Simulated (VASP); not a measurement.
Li2Sn:

```xyz
3
Lattice="3.6863 0.0000 0.0000 -1.8432 3.1925 0.0000 0.0000 0.0000 3.9803" Properties=species:S:1:pos:R:3 pbc="T T T"
Li    0.0000    2.1283    1.9901
Li    1.8432    1.0642    1.9901
Sn    0.0000    0.0000    0.0000
```

| Quantity | Value |
| --- | --- |
| Program | VASP 6.6.1 |
| Task | relaxation of cell and atoms |
| Functional | PBE |
| Potentials or basis | VASP PAW PBE potentials, release 64 (Li_sv, Sn_d) |
| Cutoff | 600 eV |
| k mesh | 6 × 6 × 4 |
| Occupations | gaussian, width 0.1 eV |
| Spin | no spin polarisation |

At the start: pressure 9.5 GPa; volume 15.61 Å³/atom.

Q: How do energy, volume and symmetry change on relaxing?

A: Over 14 steps the energy falls by 430.5 meV/atom and the volume is 17.97 Å³/atom (+15.1 %); space group P6/mmm (No. 191, to 0.1 Å) before and after.

The path:
| step | energy change (eV) | largest force (eV/Å) | pressure (GPa) | volume (Å³) |
| --- | --- | --- | --- | --- |
| 1 | 0.0000 | 0.0000 | 9.49 | 46.84 |
| 2 | -0.3146 | 0.0000 | 2.98 | 53.37 |
| 3 | -0.4141 | 0.0000 | -1.72 | 62.30 |
| 4 | -0.5408 | 0.0000 | -1.87 | 62.92 |
| 5 | -0.5567 | 0.0000 | -1.94 | 63.05 |
| 6 | -0.5676 | 0.0000 | -2.23 | 63.24 |
| 7 | -0.7169 | 0.0000 | -3.82 | 63.24 |
| 8 | -1.1562 | 0.0000 | -4.73 | 61.61 |
| 9 | -1.0892 | 0.0000 | -5.26 | 62.34 |
| 10 | -1.1501 | 0.0000 | -5.01 | 61.92 |
| 11 | -1.1274 | 0.0000 | 1.08 | 54.50 |
| 12 | -1.2234 | 0.0000 | -2.78 | 58.26 |
| 13 | -1.2909 | 0.0000 | -0.33 | 54.30 |
| 14 | -1.2915 | 0.0000 | -0.06 | 53.92 |

Final structure:
```cif
data_structure
_symmetry_space_group_name_H-M 'P 1'
_symmetry_Int_Tables_number 1
_cell_length_a 4.6583
_cell_length_b 4.6583
_cell_length_c 2.8695
_cell_angle_alpha 90.000
_cell_angle_beta 90.000
_cell_angle_gamma 120.000
_cell_volume 53.92
loop_
_atom_site_label
_atom_site_type_symbol
_atom_site_fract_x
_atom_site_fract_y
_atom_site_fract_z
_atom_site_occupancy
Li1 Li 0.33333 0.66667 0.50000 1
Li2 Li 0.66667 0.33333 0.50000 1
Sn1 Sn 0.00000 0.00000 0.00000 1
```

Caveat: the k points lie up to 0.55 Å⁻¹ apart in the final cell, too coarse for converged energies and pressures of a metal; the cutoff is under 1.25 times the usual one of these potentials, so pressure, stress and relaxed cells hold a basis-set (Pulay) error; the volume moved by over 15 % at a fixed basis, so the end points are rough.
